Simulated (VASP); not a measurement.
Wanted: the native input for a VASP 6.6.1 run.

| Item | Value |
| --- | --- |
| Task | relaxation of cell and atoms |
| Functional | PBE |
| Potentials or basis | VASP PAW PBE potentials, release 64 (Cu, Ge_d, F) |
| Cutoff | 600 eV |
| k mesh | 10 × 10 × 10 |
| Occupations | gaussian, width 0.1 eV |
| Spin | no spin polarisation |
| Dipole correction | no |
| Further INCAR settings | ALGO = Normal; EDIFF = 1e-06; IBRION = 2; EDIFFG = -0.01; NSW = 100; ISIF = 3 |

The structure of CuGeF3 lies in POSCAR:

```
CuGeF3
1.0
    4.0782506509      0.0000000000      0.0000000000
    0.0000000000      4.0782506509      0.0000000000
    0.0000000000      0.0000000000      4.0782506509
Cu Ge F
1 1 3
Direct
    0.0000000000      0.0000000000      0.0000000000
    0.5000000000      0.5000000000      0.5000000000
    0.5000000000      0.0000000000      0.0000000000
    0.0000000000      0.5000000000      0.0000000000
    0.0000000000      0.0000000000      0.5000000000
```

The cell was generated, and may not be a known phase.

One way to write it, as run:

INCAR

```
SYSTEM = CuGeF3
PREC = Accurate
ENCUT = 600
EDIFF = 1E-6
ISMEAR = 0
SIGMA = 0.1
LREAL = .FALSE.
LASPH = .TRUE.
NELM = 100
ALGO = Normal
ISIF = 3
LWAVE = .FALSE.
LCHARG = .FALSE.
GGA = PE
IBRION = 2
NSW = 100
EDIFFG = -0.01
```

KPOINTS

```
regular mesh
0
G
  10 10 10
  0 0 0
```

Potentials or basis: VASP PAW PBE potentials, release 64 (Cu, Ge_d, F).

Command:

```console
$ cat potpaw_PBE.64/Cu/POTCAR potpaw_PBE.64/Ge_d/POTCAR potpaw_PBE.64/F/POTCAR > POTCAR
$ mpirun -np 1 vasp_std > vasp.out
```

Results of the run:

| Quantity | Value |
| --- | --- |
| Relaxed volume | 13.62 Å³/atom |
| Relaxed cell | a = 4.083 Å, b = 4.083 Å, c = 4.083 Å, α = 90.00°, β = 90.00°, γ = 90.00° |
| Space group after relaxing (to 0.1 Å) | Pm-3m (No. 221) |
| Energy gained by relaxing | 0.1 meV/atom |
| Ionic steps | 2 |
| Pressure after relaxing | 0.0 GPa |
| Band gap on the k mesh | zero (bands 23 and 24 overlap by 0.50 eV) |

It took 3 min on 1 thread of Intel(R) Xeon(R) Platinum 8375C CPU @ 2.90GHz (Ice Lake), on a shared host, peak memory 0.28 GiB.
